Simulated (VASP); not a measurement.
A run of VASP 6.6.1 is set up as follows.

Contents of INCAR:

```
  PREC = Accurate
  ENCUT = 520
  EDIFF = 1E-6
  ISMEAR = 0
  SIGMA = 0.02
  LREAL = False
  LASPH = True
  NELM = 60
  ALGO = Normal
  ISIF = 2
  LWAVE = False
  LCHARG = True
  GGA = PE
  LELF = True
  LVHAR = True
  NBANDS = 16
```

KPOINTS

```
regular mesh
0
Gamma
  10 10 10
```

The input POSCAR:

```
ZnS
1.0
    0.0000000000      2.7211543742      2.7211543742
    2.7211543742      0.0000000000      2.7211543742
    2.7211543742      2.7211543742      0.0000000000
Zn S
1 1
Direct
    0.0000000000      0.0000000000      0.0000000000
    0.2500000000      0.2500000000      0.2500000000
```

Potentials or basis: VASP PAW PBE potentials, release 64 (Zn, S).

Launch:

```sh
$ cat potpaw_PBE.64/Zn/POTCAR potpaw_PBE.64/S/POTCAR > POTCAR
$ mpirun -np 1 vasp_std > vasp.out
```

(1) What does it give for the band gap on the k mesh?

(2) Estimate the pressure.

Results:

(1) 2.02 eV, direct.

(2) 0.2 GPa.
